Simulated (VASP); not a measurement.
# Sb (C2/m) in VASP: a series of runs

Sb is run at these levels: PBEsol; tasks: electric field gradients.

Everything below comes from runs of VASP 6.6.1. Logs are shortened: lines on timing, memory, paths and dates and some standing lists are left out, and cuts for length are marked.

## Step 1: The cell of the first run

Symmetry: C2/m, No. 12, monoclinic system. Conventional cell: a = 4.215 Å, b = 4.299 Å, c = 3.209 Å, α = 90.00°, β = 129.40°, γ = 90.00°. Sb (site symmetry 2/m) has 12 Sb at 3.01 to 3.30 Å within 4.0 Å.

## Step 2: Electric field gradients, PBEsol (equal xy, yz and zx shear strains of -2 %)

Input file INCAR:

```
SYSTEM = Sb
ALGO = Normal
EDIFF = 1E-8
ENCUT = 400
GGA = PS
GGA_COMPAT = .False.
ISIF = 2
ISMEAR = -1
LASPH = .True.
LCHARG = .False.
LEFG = .True.
LREAL = .False.
LWAVE = .False.
NBANDS = 8
NELM = 120
PREC = Accurate
SIGMA = 0.05
```

Input file KPOINTS:

```
k-points
0
Gamma
  19 19 19
  0 0 0
```

Input file POSCAR:

```
Sb
1.0
   -1.5448500000      1.4952500000      2.4800000000
    1.4952500000     -1.5448500000      2.4800000000
    1.5147500000      1.5147500000     -2.5101000000
Sb
1
Direct
    0.0000000000      0.0000000000      0.0000000000
```

Potentials or basis: VASP PAW PBE potentials, release 64 (Sb).

On the command line:

```
> cat potpaw_PBE.64/Sb/POTCAR > POTCAR
> mpirun -np 1 vasp_std > vasp.out
```

OUTCAR:

```text
SYSTEM = Sb
   EDIFF = 1E-8
   ENCUT = 400
   GGA = PS
   ISIF = 2
   ISMEAR = -1
   LASPH = .True.
   LREAL = .False.
   NELM = 120
   PREC = Accurate

 ion  position               nearest neighbor table
   1  0.000  0.000  0.000-

  Warning from LATTYP: Got some problem with cell dimensions!
  Tried to take original basis but could not verify dimensions!
  LATTYP: Found a base centered monoclinic cell.
 ALAT       =     4.2146449506
 B/A-ratio  =     1.0200979445
 C/A-ratio  =     0.7613061395
 COS(beta)  =    -0.6347965282

  Lattice vectors:

 A1 = (  -3.0100000000,   0.0301000000,   0.0301000000)
 A2 = (   0.0301000000,  -3.0100000000,   0.0301000000)
 A3 = (   1.4651500000,   1.4651500000,   2.4499000000)

Analysis of symmetry for initial positions (statically):
=====================================================================
 Subroutine PRICEL returns:
 Original cell was already a primitive cell.

 Routine SETGRP: Setting up the symmetry group for a
 base centered monoclinic supercell.

 Subroutine GETGRP returns: Found  4 space group operations
 (whereof  4 operations were pure point group operations)
 out of a pool of  4 trial point group operations.

The static configuration has the point symmetry C_2h.

Analysis of symmetry for dynamics (positions and initial velocities):
=====================================================================
 Subroutine PRICEL returns:
 Original cell was already a primitive cell.

 Routine SETGRP: Setting up the symmetry group for a
 base centered monoclinic supercell.

 Subroutine GETGRP returns: Found  4 space group operations
 (whereof  4 operations were pure point group operations)
 out of a pool of  4 trial point group operations.

The dynamic configuration has the point symmetry C_2h.

 Subroutine INISYM returns: Found  4 space group operations
 (whereof  4 operations are pure point group operations),
 and found     1 'primitive' translations

----------------------------------------------------------------------------------------

                                     Primitive cell

  volume of cell :      22.4623

  direct lattice vectors                    reciprocal lattice vectors
    -1.544850000  1.495250000  2.480000000     0.005393401  0.334329949  0.205010137
     1.495250000 -1.544850000  2.480000000     0.334329949  0.005393401  0.205010137
     1.514750000  1.514750000 -2.510100000     0.335649539  0.335649539  0.006712991

  length of vectors
     3.282184347  3.282184347  3.299929868     0.392217745  0.392217745  0.474727596

  position of ions in fractional coordinates (direct lattice)
     0.000000000  0.000000000  0.000000000

  ion indices of the primitive-cell ions
   primitive index   ion index
                 1           1

----------------------------------------------------------------------------------------

 KPOINTS: k-points

Automatic generation of k-mesh.
 Grid dimensions read from file:
 generate k-points for:   19   19   19

 Generating k-lattice:

  Cartesian coordinates                     Fractional coordinates (reciprocal lattice)
     0.000283863  0.017596313  0.010790007     0.052631579 -0.000000000  0.000000000
     0.017596313  0.000283863  0.010790007    -0.000000000  0.052631579  0.000000000
     0.017665765  0.017665765  0.000353315    -0.000000000 -0.000000000  0.052631579

  Length of vectors
     0.020643039  0.020643039  0.024985663

  Shift w.r.t. Gamma in fractional coordinates (k-lattice)
     0.000000000  0.000000000  0.000000000

 Subroutine IBZKPT returns following result:
 ===========================================

 Found   1810 irreducible k-points:

 Following reciprocal coordinates:
            Coordinates               Weight
  0.000000  0.000000  0.000000      1.000000
  0.052632  0.000000 -0.000000      4.000000
  0.105263  0.000000 -0.000000      4.000000
  0.157895  0.000000  0.000000      4.000000
  0.210526  0.000000 -0.000000      4.000000
  0.263158  0.000000  0.000000      4.000000
[... 16 lines left out ...]
 -0.315789  0.052632  0.000000      4.000000
 -0.263158  0.052632  0.000000      4.000000
 [... further k-points ...]
   k-points           NKPTS =   1810   k-points in BZ     NKDIM =   1810   number of bands    NBANDS=      8
   number of dos      NEDOS =    301   number of ions     NIONS =      1
   total plane-waves  NPLWV =  13824
   dimension x,y,z NGX =    24 NGY =   24 NGZ =   24
   dimension x,y,z NGXF=    48 NGYF=   48 NGZF=   48
   ions per type =               1
   NGX,Y,Z   is equivalent  to a cutoff of  12.16, 12.16, 12.09 a.u.
   NGXF,Y,Z  is equivalent  to a cutoff of  24.31, 24.31, 24.18 a.u.
 SYSTEM =  Sb
   PREC   = accura    normal or accurate (medium, high low for compatibility)
   ISTART =      0    job   : 0-new  1-cont  2-samecut
   ICHARG =      2    charge: 1-file 2-atom 10-const
   ISPIN  =      1    spin polarized calculation?
   LNONCOLLINEAR =      F non collinear calculations
   LSORBIT =      F    spin-orbit coupling
   LASPH  =      T    aspherical Exc in radial PAW
   ENCUT  =  400.0 eV  29.40 Ry    5.42 a.u.   5.35  5.35  5.38*2*pi/ulx,y,z
   NELM   =    120;   NELMIN=  2; NELMDL= -5     # of ELM steps
   EDIFF  = 0.1E-07   stopping-criterion for ELM
   LREAL  =      F    real-space projection
   EDIFFG = 0.1E-06   stopping-criterion for IOM
   NSW    =      0    number of steps for IOM
   IBRION =     -1    ionic relax: 0-MD 1-quasi-New 2-CG
   NFREE  =      0    steps in history (QN), initial steepest desc. (CG)
   ISIF   =      2    stress and relaxation
   ISYM   =      2    0-nonsym 1-usesym 2-fastsym
   POTIM  = 0.5000    time-step for ionic-motion
   TEBEG  =    0.0;   TEEND  =   0.0 temperature during run
   PSTRESS=    0.0 pullay stress
   NELECT =       5.0000    total number of electrons
   NUPDOWN=      -1.0000    fix difference up-down
   EMIN   =  10.00;   EMAX   =-10.00  energy-range for DOS
   EFERMI =   0.00;   METHOD = LEGACY
   ISMEAR =    -1;   SIGMA  =   0.05  broadening in eV -4-tet -1-fermi 0-gaus
   EFERMI_NEDOS =   21; number of points for ismear=-14 and -15
   IALGO  =     38    algorithm
   IMIX   =      4    mixing-type and parameters
     AMIX     =   0.40;   BMIX     =  1.00
     AMIX_MAG =   1.60;   BMIX_MAG =  1.00
  volume/ion in A,a.u.               =      22.46       151.58
  Fermi-wavevector in a.u.,A,eV,Ry     =   0.992157  1.874905 13.393238  0.984375
  Thomas-Fermi vector in A             =   2.123949
   LORBIT       =      0    0 simple, 1 ext, 2 COOP (PROOUT), +10 PAW based schemes
   GGA     = PS    functional components
   LHFCALC =     F    Hartree Fock is set to
   AEXX    =    0.0000 exact exchange contribution
   IVDW    =     0    specifies the selected vdW correction
   LEPSILON=     F    determine dielectric tensor
   LRPA    =     F    only Hartree local field effects (RPA)
 non-spin polarized calculation
  energy-cutoff  :      400.00
  volume of cell :       22.46
 maximum number of plane-waves:       419
 NGX is ok and might be reduce to    24
   NGX = 11   NGY = 11   NGZ = 11

 number of electron       5.0000000 magnetization

 Free energy of the ion-electron system (eV)
  ---------------------------------------------------
  ext. energy  EPLUGINS =         0.00000000
  ---------------------------------------------------
  free energy    TOTEN  =        -4.15322616 eV

  energy without entropy =       -4.14808678  energy(sigma->0) =       -4.15065647

 E-fermi :  10.9815     XC(G=0): -11.1297

 val. band max:       10.9812829242   @ k =   0.0526   0.0526   0.4737
 cond. band min:      10.9831865033   @ k =  -0.2632  -0.3684   0.2105
 fundamental gap:      0.0019035791
 Fermi energy:        10.9815277021

 k-point     1 :       0.0000    0.0000    0.0000
  band No.  band energies     occupation
      1      -3.5839      2.00000
      2      17.2744      0.00000
      3      17.7137      0.00000
      4      17.8604      0.00000
      5      21.0336      0.00000
      6      21.4631      0.00000
      7      22.0373      0.00000
      8      22.2850      0.00000

 k-point     2 :       0.0526    0.0000   -0.0000
  band No.  band energies     occupation
      1      -3.5171      2.00000
      2      17.0960      0.00000
      3      17.1300      0.00000
      4      17.6959      0.00000
      5      20.7186      0.00000
      6      21.3099      0.00000
      7      22.2370      0.00000
      8      22.4627      0.00000
[... 221 lines left out ...]
 k-point    23 :      -0.3158    0.0526    0.0000
  band No.  band energies     occupation
      1      -1.3636      2.00000
      2       8.7757      2.00000
      3      14.0619      0.00000
      4      16.7650      0.00000
      5      18.7955      0.00000
      6      20.9899      0.00000
      7      22.3056      0.00000
      8      24.6074      0.00000

 k-point    24 :      -0.2632    0.0526    0.0000
  band No.  band energies     occupation
      1      -2.0497      2.00000
      2      10.5578      1.99958
      3      14.5593      0.00000
      4      16.8660      0.00000
      5      19.1899      0.00000
      6      21.3275      0.00000
      7      22.6275      0.00000
      8      23.9581      0.00000

 [... further k-points ...]
[... 5 lines left out ...]
  --------------------------------------------------------------------------------------
  -------------------------------------------------------------------------------------
  Total        2.2307269      2.2307269      2.0314897     -0.0636227      0.0211863      0.0211863
  in kB      159.1122032    159.1122032    144.9011114     -4.5380473      1.5111658      1.5111649
  external PRESSURE =     154.3751726 kB  Pullay stress =       0.0000000 kB

 VOLUME and BASIS-vectors are now :
 -----------------------------------------------------------------------------
  energy-cutoff  :      400.00
  volume of cell :       22.46
      direct lattice vectors                 reciprocal lattice vectors
    -1.544850000  1.495250000  2.480000000     0.005393401  0.334329949  0.205010137
     1.495250000 -1.544850000  2.480000000     0.334329949  0.005393401  0.205010137
     1.514750000  1.514750000 -2.510100000     0.335649539  0.335649539  0.006712991

 POSITION                                       TOTAL-FORCE (eV/Angst)
 -----------------------------------------------------------------------------------
      0.00000      0.00000      0.00000        -0.000000     -0.000000      0.000000
 -----------------------------------------------------------------------------------
    total drift:                                0.000000     -0.000000     -0.000000

  FREE ENERGIE OF THE ION-ELECTRON SYSTEM (eV)
  ---------------------------------------------------
  free  energy   TOTEN  =        -4.1532261625 eV

  energy  without entropy=       -4.1480867837  energy(sigma->0) =       -4.15065647

 Electric field gradients (V/A^2)
---------------------------------------------------------------------
 ion       V_xx      V_yy      V_zz      V_xy      V_xz      V_yz
---------------------------------------------------------------------
   1     -15.945   -15.945    31.889    -1.419     6.352     6.352
---------------------------------------------------------------------

 Electric field gradients after diagonalization (V/A^2)
 (convention: |V_zz| > |V_xx| > |V_yy|)
----------------------------------------------------------------------
 ion       V_xx      V_yy      V_zz     asymmetry (V_yy - V_xx)/ V_zz
----------------------------------------------------------------------
   1     -18.951   -14.526    33.476       0.132
----------------------------------------------------------------------

           NMR quadrupolar parameters

 Cq : quadrupolar parameter    Cq=e*Q*V_zz/h
 eta: asymmetry parameters     (V_yy - V_xx)/ V_zz
 Q  : nuclear electric quadrupole moment in mb (millibarn)
----------------------------------------------------------------------
 ion       Cq(MHz)       eta       Q (mb)
----------------------------------------------------------------------
   1       0.081       0.132       1.000
----------------------------------------------------------------------
```

Wall time 2.5 min (1 thread of Oxide Virtual Turin-like, shared host); peak memory 0.29 GiB.

Results:

| Property | Result |
| --- | --- |
| Free energy | -4.1532 eV |
| Pressure | 15.4 GPa |
| Band gap on the k mesh | zero (an odd number of electrons rules out a gap without spin polarisation) |
| Largest electric field gradient by atom | Sb +33.5 V/Å² |

Stress tensor (GPa, compression positive):
```
15.91 -0.45  0.15
-0.45 15.91  0.15
 0.15  0.15 14.49
```

Electric field gradients, principal values (V/Å²):
```csv
atom,least,middle,greatest (by size)
1 Sb,-14.526,-18.951,33.476
```

Caveat: the cell differs from its parent crystal (equal xy, yz and zx shear strains of -2 %); the cell stands under pressure; without QUAD_EFG the Cq values of the log hold for a quadrupole moment of 1 mb, not for the nuclei; the PAW data sets were made with another functional, which shifts forces and pressure a little; spin-orbit coupling is left out, which moves the levels of the heavy elements; an odd number of electrons without spin polarisation forces a metal; a magnetic or distorted state may lie lower.

## Step 3: Electric field gradients, PBEsol (equal xy, yz and zx shear strains of +1 %)

Input file INCAR:

```
SYSTEM = Sb
PREC = Accurate
ENCUT = 400
EDIFF = 1E-8
ISMEAR = -1
SIGMA = 0.05
LREAL = .FALSE.
LASPH = .TRUE.
NELM = 120
ALGO = Normal
ISIF = 2
LWAVE = .FALSE.
LCHARG = .FALSE.
GGA = PS
LEFG = .TRUE.
NBANDS = 8
GGA_COMPAT = .FALSE.
```

Input file KPOINTS:

```
Automatic mesh
0
G
  19 19 19
  0 0 0
```

Input file POSCAR:

```
Sb
1.0
   -1.4850750000      1.5098750000      2.4800000000
    1.5098750000     -1.4850750000      2.4800000000
    1.5001250000      1.5001250000     -2.4649500000
Sb
1
Direct
    0.0000000000      0.0000000000      0.0000000000
```

Potentials or basis: VASP PAW PBE potentials, release 64 (Sb).

On the command line:

```
> cat potpaw_PBE.64/Sb/POTCAR > POTCAR
> mpirun -np 1 vasp_std > vasp.out
```

OUTCAR:

```text
SYSTEM = Sb
   PREC = Accurate
   ENCUT = 400
   EDIFF = 1E-8
   ISMEAR = -1
   LREAL = .FALSE.
   LASPH = .TRUE.
   NELM = 120
   ISIF = 2
   GGA = PS

 ion  position               nearest neighbor table
   1  0.000  0.000  0.000-

  Warning from LATTYP: Got some problem with cell dimensions!
  Tried to take original basis but could not verify dimensions!
  LATTYP: Found a base centered monoclinic cell.
 ALAT       =     4.2781726257
 B/A-ratio  =     0.9900252466
 C/A-ratio  =     0.7601816367
 COS(beta)  =    -0.6469803571

[... 474 lines left out ...]
    total drift:                                0.000000     -0.000000     -0.000000

  FREE ENERGIE OF THE ION-ELECTRON SYSTEM (eV)
  ---------------------------------------------------
  free  energy   TOTEN  =        -4.1539242332 eV

  energy  without entropy=       -4.1492098160  energy(sigma->0) =       -4.15156702

 Electric field gradients (V/A^2)
---------------------------------------------------------------------
 ion       V_xx      V_yy      V_zz      V_xy      V_xz      V_yz
---------------------------------------------------------------------
   1     -18.199   -18.199    36.397     1.285    -3.658    -3.658
---------------------------------------------------------------------

 Electric field gradients after diagonalization (V/A^2)
 (convention: |V_zz| > |V_xx| > |V_yy|)
----------------------------------------------------------------------
 ion       V_xx      V_yy      V_zz     asymmetry (V_yy - V_xx)/ V_zz
----------------------------------------------------------------------
   1     -19.484   -17.411    36.894       0.056
----------------------------------------------------------------------

           NMR quadrupolar parameters

 Cq : quadrupolar parameter    Cq=e*Q*V_zz/h
 eta: asymmetry parameters     (V_yy - V_xx)/ V_zz
 Q  : nuclear electric quadrupole moment in mb (millibarn)
----------------------------------------------------------------------
 ion       Cq(MHz)       eta       Q (mb)
----------------------------------------------------------------------
   1       0.089       0.056       1.000
----------------------------------------------------------------------
```

stdout:

```text
POSCAR found type information on POSCAR Sb
 POSCAR found :  1 types and       1 ions
 scaLAPACK will be used
 -----------------------------------------------------------------------------
|                                                                             |
|                                                                             |
|     You enforced a specific xc type in the INCAR file but a different       |
|     I HOPE YOU KNOW WHAT YOU ARE DOING!                                     |
|                                                                             |
 -----------------------------------------------------------------------------

 LDA part: xc-table for (Slater+PW92), standard interpolation
 POSCAR, INCAR and KPOINTS ok, starting setup
 FFT: planning ... GRIDC
 FFT: planning ... GRID_SOFT
 FFT: planning ... GRID
 WAVECAR not read
 entering main loop
ion   1
```

Wall time 3.1 min (1 thread of Oxide Virtual Turin-like, shared host); peak memory 0.29 GiB.

Results:

- Free energy: -4.1539 eV
- Pressure: 15.4 GPa
- Band gap on the k mesh: zero (an odd number of electrons rules out a gap without spin polarisation)
- Largest electric field gradient by atom: Sb +36.9 V/Å²

Levels at points of the mesh, in eV from the Fermi level:
```
           k point  band 1  band 2  band 3  band 4  band 5  band 6
(0.00, 0.00, 0.00)  -14.57    6.41    6.70    6.80   10.11   10.44
```

Electric field gradients, principal values (V/Å²):
| atom | least | middle | greatest (by size) |
| --- | --- | --- | --- |
| 1 Sb | -17.411 | -19.484 | 36.894 |

Caveat: the cell differs from its parent crystal (equal xy, yz and zx shear strains of +1 %); the cell stands under pressure; without QUAD_EFG the Cq values of the log hold for a quadrupole moment of 1 mb, not for the nuclei; the PAW data sets were made with another functional, which shifts forces and pressure a little; spin-orbit coupling is left out, which moves the levels of the heavy elements; an odd number of electrons without spin polarisation forces a metal; a magnetic or distorted state may lie lower.
